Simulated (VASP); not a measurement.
A run of VASP 6.6.1:

The input INCAR:

```
SYSTEM = Fe
PREC = Accurate ; ENCUT = 520
EDIFF = 1E-7 ; ISMEAR = 0
SIGMA = 0.1 ; LREAL = .False.
LASPH = .True. ; NELM = 150
ALGO = Normal ; ISIF = 2
LWAVE = .False. ; LCHARG = .False.
ISPIN = 2 ; MAGMOM = 4
LORBIT = 11 ; LMAXMIX = 4
GGA = PE ; NBANDS = 14
```

Contents of KPOINTS:

```
regular mesh
0
Gamma
  12 12 12
  0 0 0
```

POSCAR

```
Fe
1.0
    0.0000000000      1.7665000000      1.7665000000
    1.7665000000      0.0000000000      1.7665000000
    1.7665000000      1.7665000000      0.0000000000
Fe
1
Direct
    0.0000000000      0.0000000000      0.0000000000
```

Potentials or basis: VASP PAW PBE potentials, release 64 (Fe).

Command:

```sh
$ cat potpaw_PBE.64/Fe/POTCAR > POTCAR
$ mpirun -np 1 vasp_std > vasp.out
```

Hardware: 1 thread of Intel Xeon 6975P-C (shared host).

Q: How long does it take, and how much memory?

A: It took 36 s on 1 thread of Intel Xeon 6975P-C, with other jobs on the host, peak memory 0.14 GiB. Counts: scf iterations 19, k points 72.
